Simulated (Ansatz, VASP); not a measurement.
CdS: VASP beside Ansatz

File POSCAR:

```
CdS
1.0
    4.1500000000      0.0000000000      0.0000000000
   -2.0750000000      3.5940054257      0.0000000000
    0.0000000000      0.0000000000      6.7370000000
Cd S
2 2
Direct
    0.6666666667      0.3333333333      0.5000000000
    0.3333333333      0.6666666667      0.0000000000
    0.6666666667      0.3333333333      0.8750000000
    0.3333333333      0.6666666667      0.3750000000
```

Contents of INCAR.step1:

```
SYSTEM = CdS
PREC = Accurate
ENCUT = 520
EDIFF = 1E-5
ISMEAR = -1
SIGMA = 0.05
LREAL = .False.
LASPH = .True.
NELM = 100
ALGO = Normal
ISIF = 2
LWAVE = .True.
LCHARG = .False.
NBANDS = 26
GGA = PE
```

The input INCAR.step2:

```
SYSTEM = CdS
PREC = Accurate
ENCUT = 520
EDIFF = 1E-7
ISMEAR = -1
SIGMA = 0.05
LREAL = .False.
LASPH = .True.
NELM = 100
ALGO = Normal
ISIF = 2
LWAVE = .False.
LCHARG = .False.
GGA = PS
LHFCALC = .True.
AEXX = 0.25
HFSCREEN = 0.207
PRECFOCK = Normal
NBANDS = 26
ISTART = 1
```

File KPOINTS:

```
regular mesh
0
Gamma
  4 4 2
  0 0 0
```

File input.yaml:

```yaml
crystal:
  lattice:
    - [4.15, 0.0, 0.0]
    - [-2.075, 3.5940054257, 0.0]
    - [0.0, 0.0, 6.737]
  atoms:
    - { symbol: Cd, position: [0.6666666667, 0.3333333333, 0.5] }
    - { symbol: Cd, position: [0.3333333333, 0.6666666667, 0.0] }
    - { symbol: S, position: [0.6666666667, 0.3333333333, 0.875] }
    - { symbol: S, position: [0.3333333333, 0.6666666667, 0.375] }
hamiltonian:
  xc:
    exchange: hjs_pbesol
    correlation: pbesol
    exx: { coeff: 0.25, omega: 0.207 }
  pseudopotentials: { kind: paw }
kpoints:
  mp_grid: { grid: [4, 4, 2] }
  band_path:
    path:
      - [[0.0, 0.0, 0.0], [0.5, 0.0, 0.0], [0.3333333333, 0.3333333333, 0.0], [0.0, 0.0, 0.0], [0.0, 0.0, 0.5], [0.5, 0.0, 0.5], [0.3333333333, 0.3333333333, 0.5], [0.0, 0.0, 0.5]]
      - [[0.5, 0.0, 0.5], [0.5, 0.0, 0.0]]
      - [[0.3333333333, 0.3333333333, 0.0], [0.3333333333, 0.3333333333, 0.5]]
    npoints: 4
scf:
  occupations: { method: fermi_dirac, width: 0.05 }
  n_extra_bands: 10
output:
  forces: true
  stress: true
  eigenvalues: true
  fatbands: false
```

Alike in both runs: functional PBEsol-based screened hybrid; k mesh 4 × 4 × 2; occupations fermi-dirac, width 0.05 eV; no spin polarisation.

|  | VASP | Ansatz |
| --- | --- | --- |
| version | VASP 6.6.1 | Ansatz 0.2.0 |
| potentials or method | VASP PAW PBE potentials, release 64 (Cd, S) | Ansatz PAW |
| plane-wave cutoff (eV) | 520 | 420 |
| valence electrons in the cell | 36 | 52 |
| task | single point | band structure |

```csv
,VASP,Ansatz,Ansatz less VASP
gap on the k mesh at the Fermi level (eV),2.08,2.08,-0.005
least direct gap on the mesh (eV),2.08,2.08,-0.005
pressure (GPa),-0.9,-1.2,-0.34
"traceless stress, the component that is largest in VASP (GPa)",0.23,0.22,-0.006
rms of the force components (eV/Å),0.034,0.034,-0.0006
```

VASP's potentials were made for PBE, not for PBEsol-based screened hybrid. Atom by atom the forces differ by 0.001 eV/Å (rms over components). With one functional, cell and mesh, what is left measures potentials, basis and numerics. VASP's potentials hold 36 valence electrons a cell and Ansatz's 52, so a difference there can come from the potentials and not from the codes.

The k mesh is coarse, so the values compare programs but aren't converged.
